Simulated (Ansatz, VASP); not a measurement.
BaTiO3 in VASP and in Ansatz

```
CELL_PARAMETERS angstrom
3.99980 0.00000 0.00000
0.00000 3.99980 0.00000
0.00000 0.00000 4.01800
ATOMIC_POSITIONS crystal
Ba 0.00000 0.00000 0.00001
Ti 0.50000 0.50000 0.48564
O 0.50000 0.50000 0.02531
O 0.50000 0.00000 0.51602
O 0.00000 0.50000 0.51602
```

Alike in both runs: functional PBE; k mesh 6 × 6 × 6; occupations fermi-dirac, width 0.02 eV; no spin polarisation.

Ansatz relaxed the structure, and its values are those at the end. VASP's run is a single point on that final structure, the one shown.

|  | VASP | Ansatz |
| --- | --- | --- |
| version | VASP 6.6.1 | Ansatz 0.2.0 |
| potentials or method | VASP PAW PBE potentials, release 64 (Ba_sv, Ti_sv, O) | plane-wave PAW, scalar-relativistic |
| plane-wave cutoff (eV) | 520 | 420 |
| valence electrons in the cell | 40 | 40 |

```csv
,VASP,Ansatz,Ansatz less VASP
gap on the k mesh at the Fermi level (eV),1.79,1.86,+0.066
pressure (GPa),5.0,3.2,-1.79
rms of the force components (eV/Å),0.022,0.001,-0.0212
```

The functional is the same, so the differences come from potentials, cutoffs and numerics. Ansatz's warnings: stress scf threshold loose.

Spin-orbit coupling is off throughout.
